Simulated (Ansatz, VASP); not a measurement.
Two plane-wave programs on SiC

The input INCAR:

```
PREC = Accurate
ENCUT = 520
EDIFF = 1E-6
ISMEAR = 0
SIGMA = 0.05
LREAL = False
LASPH = True
NELM = 100
ALGO = Normal
ISIF = 2
LWAVE = False
LCHARG = False
GGA = PE
NBANDS = 26
```

KPOINTS

```
Automatic mesh
0
Gamma
  6 6 6
```

File POSCAR:

```
SiC
1.0
    4.3797281854      0.0000000000      0.0000000000
    0.0000000000     -4.3797281854      0.0000000000
    0.0000000000      0.0000000000     -4.3797281854
Si C
4 4
Direct
    0.0105458649      0.0105458649      0.0105458649
    0.5000000000      0.5000000000      0.0000000000
    0.5000000000      0.0000000000      0.5000000000
    0.0000000000      0.5000000000      0.5000000000
    0.7500000000      0.7500000000      0.7500000000
    0.2500000000      0.2500000000      0.7500000000
    0.2500000000      0.7500000000      0.2500000000
    0.7500000000      0.2500000000      0.2500000000
```

Input for Ansatz:

```yaml
crystal:
  lattice:
    - [4.3797281854, 0.0, 0.0]
    - [0.0, -4.3797281854, 0.0]
    - [0.0, 0.0, -4.3797281854]
  atoms:
    - { symbol: Si, position: [0.0105458649, 0.0105458649, 0.0105458649] }
    - { symbol: Si, position: [0.5, 0.5, 0.0] }
    - { symbol: Si, position: [0.5, 0.0, 0.5] }
    - { symbol: Si, position: [0.0, 0.5, 0.5] }
    - { symbol: C, position: [0.75, 0.75, 0.75] }
    - { symbol: C, position: [0.25, 0.25, 0.75] }
    - { symbol: C, position: [0.25, 0.75, 0.25] }
    - { symbol: C, position: [0.75, 0.25, 0.25] }
basis:
  ecutwfc: 420
kpoints:
  mp_grid: { grid: [6, 6, 6] }
hamiltonian:
  xc: pbe
scf:
  occupations: { method: gaussian, width: 0.05 }
output:
  forces: true
  stress: true
  eigenvalues: true
  write_density: true
  write_potential: true
  elf: true
  volumetric_format: npy
```

Alike in both runs: task single point; functional PBE; k mesh 6 × 6 × 6; occupations gaussian, width 0.05 eV; no spin polarisation.

|  | VASP | Ansatz |
| --- | --- | --- |
| version | VASP 6.6.1 | Ansatz 0.2.0 |
| potentials or method | VASP PAW PBE potentials, release 64 (Si, C), cutoff 520 eV | scalar-relativistic, plane waves, PAW |
| valence electrons in the cell | 32 | 32 |

|  | VASP | Ansatz | Ansatz less VASP |
| --- | --- | --- | --- |
| gap on the k mesh at the Fermi level (eV) | 1.00 | 1.00 | +0.003 |
| least direct gap on the mesh (eV) | 1.00 | 1.00 | +0.003 |
| pressure (GPa) | 0.1 | 0.2 | +0.05 |
| traceless stress, the component that is largest in VASP (GPa) | 0.52 | 0.52 | 0.000 |
| rms of the force components (eV/Å) | 0.425 | 0.425 | +0.0003 |

Atom by atom the forces differ by 0.001 eV/Å (rms over components).
